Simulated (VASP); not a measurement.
# Al2BN3 (P-4m2) in VASP: further runs, part 3 of 3

VASP 6.6.1. The steps go on from the part before.

## Step 4: Single point, PBE

This run uses another cell than the first one, of 11.74 Å³/atom, 1.171 times its volume.

INCAR

```
SYSTEM = Al2BN3
PREC = Accurate
ENCUT = 520
EDIFF = 1E-6
ISMEAR = 0
SIGMA = 0.1
LREAL = .False.
LASPH = .True.
NELM = 60
ALGO = Normal
ISIF = 2
LWAVE = .False.
LCHARG = .False.
GGA = PE
NBANDS = 21
```

KPOINTS

```
regular mesh
0
Gamma
  14 14 4
  0 0 0
```

POSCAR

```
Al2BN3
1.0
    2.6309551167      0.0000000000      0.0000000000
    0.0000000000      2.6309551167      0.0000000000
    0.0000000000      0.0000000000     10.1728517396
Al B N
2 1 3
Direct
    0.5000000000      0.0000000000      0.3946972276
    0.0000000000      0.5000000000      0.6053027724
    0.5000000000      0.5000000000      0.0000000000
    0.0000000000      0.0000000000      0.0000000000
    0.5000000000      0.0000000000      0.6117254644
    0.0000000000      0.5000000000      0.3882745356
```

Potentials or basis: VASP PAW PBE potentials, release 64 (Al, B, N).

The run is started by

```bash
> cat potpaw_PBE.64/Al/POTCAR potpaw_PBE.64/B/POTCAR potpaw_PBE.64/N/POTCAR > POTCAR
> mpirun -np 1 vasp_std > vasp.out
```

OUTCAR:

```text
SYSTEM = Al2BN3
   PREC = Accurate
   ENCUT = 520
   EDIFF = 1E-6
   ISMEAR = 0
   LREAL = .False.
   LASPH = .True.
   NELM = 60
   ISIF = 2
   GGA = PE

 ion  position               nearest neighbor table
   1  0.500  0.000  0.395-   6 1.86   6 1.86   6 1.86   6 1.86   5 2.21   2 2.84   2 2.84   2 2.84
                             2 2.84
   2  0.000  0.500  0.605-   5 1.86   5 1.86   5 1.86   5 1.86   6 2.21   1 2.84   1 2.84   1 2.84
                             1 2.84
   3  0.500  0.500  0.000-   4 1.86   4 1.86   4 1.86   4 1.86
   4  0.000  0.000  0.000-   3 1.86   3 1.86   3 1.86   3 1.86
   5  0.500  0.000  0.612-   2 1.86   2 1.86   2 1.86   2 1.86   1 2.21
   6  0.000  0.500  0.388-   1 1.86   1 1.86   1 1.86   1 1.86   2 2.21

  LATTYP: Found a simple tetragonal cell.
 ALAT       =     2.6309551167
 C/A-ratio  =     3.8666002605

  Lattice vectors:

 A1 = (   2.6309551167,   0.0000000000,   0.0000000000)
 A2 = (   0.0000000000,   2.6309551167,   0.0000000000)
 A3 = (   0.0000000000,   0.0000000000,  10.1728517396)

Analysis of symmetry for initial positions (statically):
=====================================================================
 Subroutine PRICEL returns:
 Original cell was already a primitive cell.

 Routine SETGRP: Setting up the symmetry group for a
 simple tetragonal supercell.

 Subroutine GETGRP returns: Found  8 space group operations
 (whereof  8 operations were pure point group operations)
 out of a pool of 16 trial point group operations.

The static configuration has the point symmetry D_2d.

Analysis of symmetry for dynamics (positions and initial velocities):
=====================================================================
 Subroutine PRICEL returns:
 Original cell was already a primitive cell.

 Routine SETGRP: Setting up the symmetry group for a
 simple tetragonal supercell.

 Subroutine GETGRP returns: Found  8 space group operations
 (whereof  8 operations were pure point group operations)
 out of a pool of 16 trial point group operations.

The dynamic configuration has the point symmetry D_2d.

 Subroutine INISYM returns: Found  8 space group operations
 (whereof  8 operations are pure point group operations),
 and found     1 'primitive' translations

----------------------------------------------------------------------------------------

                                     Primitive cell

  volume of cell :      70.4157

  direct lattice vectors                    reciprocal lattice vectors
     2.630955117  0.000000000  0.000000000     0.380090103  0.000000000  0.000000000
     0.000000000  2.630955117  0.000000000     0.000000000  0.380090103  0.000000000
     0.000000000  0.000000000 10.172851740     0.000000000  0.000000000  0.098300853

  length of vectors
     2.630955117  2.630955117 10.172851740     0.380090103  0.380090103  0.098300853

  position of ions in fractional coordinates (direct lattice)
     0.500000000  0.000000000  0.394697228
     0.000000000  0.500000000  0.605302772
     0.500000000  0.500000000  0.000000000
     0.000000000  0.000000000  0.000000000
     0.500000000  0.000000000  0.611725464
     0.000000000  0.500000000  0.388274536
[... 27 lines left out ...]

  Shift w.r.t. Gamma in fractional coordinates (k-lattice)
     0.000000000  0.000000000  0.000000000

 Subroutine IBZKPT returns following result:
 ===========================================

 Found    108 irreducible k-points:

 Following reciprocal coordinates:
            Coordinates               Weight
  0.000000  0.000000  0.000000      1.000000
  0.071429  0.000000  0.000000      4.000000
  0.142857  0.000000  0.000000      4.000000
  0.214286  0.000000  0.000000      4.000000
  0.285714  0.000000  0.000000      4.000000
  0.357143  0.000000  0.000000      4.000000
[... 16 lines left out ...]
  0.285714  0.214286  0.000000      8.000000
  0.357143  0.214286  0.000000      8.000000
 [... further k-points ...]
   k-points           NKPTS =    108   k-points in BZ     NKDIM =    108   number of bands    NBANDS=     21
   number of dos      NEDOS =    301   number of ions     NIONS =      6
   total plane-waves  NPLWV =  32000
   dimension x,y,z NGX =    20 NGY =   20 NGZ =   80
   dimension x,y,z NGXF=    40 NGYF=   40 NGZF=  160
   ions per type =               2   1   3
   NGX,Y,Z   is equivalent  to a cutoff of  12.64, 12.64, 13.07 a.u.
   NGXF,Y,Z  is equivalent  to a cutoff of  25.28, 25.28, 26.15 a.u.
 SYSTEM =  Al2BN3
   PREC   = accura    normal or accurate (medium, high low for compatibility)
   ISTART =      0    job   : 0-new  1-cont  2-samecut
   ICHARG =      2    charge: 1-file 2-atom 10-const
   ISPIN  =      1    spin polarized calculation?
   LNONCOLLINEAR =      F non collinear calculations
   LSORBIT =      F    spin-orbit coupling
   LASPH  =      T    aspherical Exc in radial PAW
   ENCUT  =  520.0 eV  38.22 Ry    6.18 a.u.   4.89  4.89 18.91*2*pi/ulx,y,z
   NELM   =     60;   NELMIN=  2; NELMDL= -5     # of ELM steps
   EDIFF  = 0.1E-05   stopping-criterion for ELM
   LREAL  =      F    real-space projection
   EDIFFG = 0.1E-04   stopping-criterion for IOM
   NSW    =      0    number of steps for IOM
   IBRION =     -1    ionic relax: 0-MD 1-quasi-New 2-CG
   NFREE  =      0    steps in history (QN), initial steepest desc. (CG)
   ISIF   =      2    stress and relaxation
   ISYM   =      2    0-nonsym 1-usesym 2-fastsym
   POTIM  = 0.5000    time-step for ionic-motion
   TEBEG  =    0.0;   TEEND  =   0.0 temperature during run
   PSTRESS=    0.0 pullay stress
   NELECT =      24.0000    total number of electrons
   NUPDOWN=      -1.0000    fix difference up-down
   EMIN   =  10.00;   EMAX   =-10.00  energy-range for DOS
   EFERMI =   0.00;   METHOD = LEGACY
   ISMEAR =     0;   SIGMA  =   0.10  broadening in eV -4-tet -1-fermi 0-gaus
   EFERMI_NEDOS =   21; number of points for ismear=-14 and -15
   IALGO  =     38    algorithm
   IMIX   =      4    mixing-type and parameters
     AMIX     =   0.40;   BMIX     =  1.00
     AMIX_MAG =   1.60;   BMIX_MAG =  1.00
  volume/ion in A,a.u.               =      11.74        79.20
  Fermi-wavevector in a.u.,A,eV,Ry     =   1.143551  2.160997 17.792447  1.307708
  Thomas-Fermi vector in A             =   2.280245
   LORBIT       =      0    0 simple, 1 ext, 2 COOP (PROOUT), +10 PAW based schemes
   GGA     = PE    functional components
   LHFCALC =     F    Hartree Fock is set to
   AEXX    =    0.0000 exact exchange contribution
   IVDW    =     0    specifies the selected vdW correction
   LEPSILON=     F    determine dielectric tensor
   LRPA    =     F    only Hartree local field effects (RPA)
 non-spin polarized calculation
 Gauss-broadening in eV      SIGMA  =   0.10
  energy-cutoff  :      520.00
  volume of cell :       70.42
 maximum number of plane-waves:      1932
 NGX is ok and might be reduce to    20
   NGX =  9   NGY =  9   NGZ = 37

 number of electron      23.9999996 magnetization

 Free energy of the ion-electron system (eV)
  ---------------------------------------------------
  ext. energy  EPLUGINS =         0.00000000
  ---------------------------------------------------
  free energy    TOTEN  =       -39.69539145 eV

  energy without entropy =      -39.68700699  energy(sigma->0) =      -39.69119922

 E-fermi :   3.9914     XC(G=0):  -9.6421

 val. band max:        3.9577597567   @ k =   0.2857   0.0000   0.5000
 cond. band min:       4.0377123362   @ k =   0.4286   0.4286   0.5000
 fundamental gap:      0.0799525795
 Fermi energy:         3.9914129722

 k-point     1 :       0.0000    0.0000    0.0000
  band No.  band energies     occupation
      1     -12.8527      2.00000
      2     -12.0681      2.00000
      3     -11.0131      2.00000
      4      -1.6621      2.00000
      5      -0.2963      2.00000
      6       2.0223      2.00000
[... 565 lines left out ...]
     20      13.9784      0.00000
     21      14.9989      0.00000

 [... further k-points ...]
[... 5 lines left out ...]
  --------------------------------------------------------------------------------------
  -------------------------------------------------------------------------------------
  Total       -0.0445289     -0.0445289     -0.0165378      0.0000000     -0.0000000      0.0000000
  in kB       -1.0131716     -1.0131716     -0.3762868      0.0000000     -0.0000000      0.0000000
  external PRESSURE =      -0.8008767 kB  Pullay stress =       0.0000000 kB

 VOLUME and BASIS-vectors are now :
 -----------------------------------------------------------------------------
  energy-cutoff  :      520.00
  volume of cell :       70.42
      direct lattice vectors                 reciprocal lattice vectors
     2.630955117  0.000000000  0.000000000     0.380090103  0.000000000  0.000000000
     0.000000000  2.630955117  0.000000000     0.000000000  0.380090103  0.000000000
     0.000000000  0.000000000 10.172851740     0.000000000  0.000000000  0.098300853

 POSITION                                       TOTAL-FORCE (eV/Angst)
 -----------------------------------------------------------------------------------
      1.31548      0.00000      4.01520        -0.000000     -0.000000      0.003914
      0.00000      1.31548      6.15766        -0.000000     -0.000000     -0.003914
      1.31548      1.31548      0.00000        -0.000000     -0.000000      0.000000
      0.00000      0.00000      0.00000        -0.000000     -0.000000      0.000000
      1.31548      0.00000      6.22299         0.000000      0.000000      0.006700
      0.00000      1.31548      3.94986        -0.000000     -0.000000     -0.006700
 -----------------------------------------------------------------------------------
    total drift:                                0.000000      0.000000      0.000000

  FREE ENERGIE OF THE ION-ELECTRON SYSTEM (eV)
  ---------------------------------------------------
  free  energy   TOTEN  =       -39.6953914536 eV

  energy  without entropy=      -39.6870069877  energy(sigma->0) =      -39.69119922
```

OSZICAR:

```text
N       E                     dE             d eps       ncg     rms          rms(c)
DAV:   1     0.848014600980E+02    0.84801E+02   -0.11118E+04  4536   0.102E+03
DAV:   2    -0.391299554860E+02   -0.12393E+03   -0.11841E+03  5805   0.214E+02
DAV:   3    -0.469643657455E+02   -0.78344E+01   -0.77752E+01  5754   0.543E+01
DAV:   4    -0.470670460006E+02   -0.10268E+00   -0.10262E+00  5771   0.683E+00
DAV:   5    -0.470689272917E+02   -0.18813E-02   -0.18812E-02  6085   0.874E-01    0.144E+01
DAV:   6    -0.404906925828E+02    0.65782E+01   -0.26118E+01  5630   0.251E+01    0.578E+00
DAV:   7    -0.399908887606E+02    0.49980E+00   -0.26529E+00  5794   0.788E+00    0.357E+00
DAV:   8    -0.398148982238E+02    0.17599E+00   -0.20990E-01  5819   0.253E+00    0.202E+00
DAV:   9    -0.396983828922E+02    0.11652E+00   -0.16381E-01  6018   0.277E+00    0.532E-01
DAV:  10    -0.396949175133E+02    0.34654E-02   -0.23991E-02  5555   0.924E-01    0.359E-01
DAV:  11    -0.396981272863E+02   -0.32098E-02   -0.65659E-03  5706   0.510E-01    0.293E-01
DAV:  12    -0.396978375110E+02    0.28978E-03   -0.58406E-03  6113   0.466E-01    0.316E-01
DAV:  13    -0.396953772026E+02    0.24603E-02   -0.81086E-04  5631   0.192E-01    0.597E-02
DAV:  14    -0.396953592097E+02    0.17993E-04   -0.14558E-04  5958   0.717E-02    0.237E-02
DAV:  15    -0.396953880963E+02   -0.28887E-04   -0.32629E-05  5216   0.333E-02    0.882E-03
DAV:  16    -0.396953913673E+02   -0.32710E-05   -0.46204E-06  5758   0.123E-02    0.544E-03
DAV:  17    -0.396953914536E+02   -0.86291E-07   -0.89079E-07  5201   0.567E-03
   1 F= -.39695391E+02 E0= -.39691199E+02  d E =-.838447E-02
```

stdout:

```text
POSCAR found type information on POSCAR AlB N
 POSCAR found :  3 types and       6 ions
 scaLAPACK will be used
 LDA part: xc-table for (Slater+PW92), standard interpolation
 POSCAR, INCAR and KPOINTS ok, starting setup
 FFT: planning ... GRIDC
 FFT: planning ... GRID_SOFT
 FFT: planning ... GRID
 WAVECAR not read
 entering main loop
```

Wall time 70 s (1 thread of Intel Xeon 6975P-C (Granite Rapids), shared host); peak memory 0.26 GiB.

What came out:

```yaml
Free_energy: -39.6954 eV
Pressure: -0.1 GPa
Largest_force: 0.007 eV/Å
Band_gap_on_the_k_mesh: zero (band 12 reaches 4.47 eV, above the bottom of band 13 at 3.89 eV)
```

Forces on the atoms (eV/Å):
```
Al   0.000  0.000  0.004
Al   0.000  0.000 -0.004
B    0.000  0.000  0.000
N    0.000  0.000  0.000
N    0.000  0.000  0.007
N    0.000  0.000 -0.007
```

Levels at points of the mesh, in eV from the Fermi level:
| k point | band 8 | band 9 | band 10 | band 11 | band 12 | band 13 | band 14 | band 15 | band 16 | band 17 |
| --- | --- | --- | --- | --- | --- | --- | --- | --- | --- | --- |
| (0.00, 0.00, 0.00) | -1.79 | -0.98 | -0.98 | -0.11 | -0.11 | 1.82 | 4.20 | 5.43 | 7.04 | 7.86 |
| (0.50, 0.00, 0.00) | -2.03 | -1.02 | -0.17 | -0.17 | 0.48 | 1.46 | 5.44 | 5.57 | 5.76 | 6.59 |
| (0.50, 0.50, 0.00) | -4.66 | -4.66 | -1.49 | -0.87 | -0.87 | 0.21 | 3.69 | 5.53 | 5.53 | 7.29 |
| (0.00, 0.00, 0.50) | -1.97 | -0.98 | -0.98 | -0.11 | -0.11 | 2.04 | 4.19 | 5.59 | 6.37 | 7.86 |
| (0.50, 0.00, 0.50) | -2.04 | -0.98 | -0.17 | -0.17 | 0.48 | 1.52 | 5.31 | 5.33 | 5.76 | 6.64 |
| (0.50, 0.50, 0.50) | -4.67 | -4.66 | -1.48 | -0.87 | -0.87 | 0.21 | 3.67 | 5.52 | 5.52 | 7.32 |

## Step 5: Overview

```csv
cell,k mesh,gap on the mesh (eV),pressure (GPa),largest force (eV/Å)
"a = 3.307, b = 3.307, c = 5.501 Å, 6 atoms",6 × 6 × 4,none,-16.0,2.38
"a = 2.631, b = 2.631, c = 9.898 Å, 6 atoms",6 × 6 × 4,none,0.0,0.01
"a = 2.631, b = 2.631, c = 10.173 Å, 6 atoms",14 × 14 × 4,none,-0.1,0.01
```

Alike in all rows: task single point; level PBE; potentials or basis VASP PAW PBE potentials, release 64 (Al, B, N); no spin polarisation; cutoff (eV) 520; smearing gaussian 0.1 eV.

Caveats: some runs use coarse meshes; forces of over 1 eV/Å act on the atoms, so gaps and moduli don't describe the material at rest (some runs).

Total energies depend on the potentials used, so only differences within one code and one set of settings carry meaning.
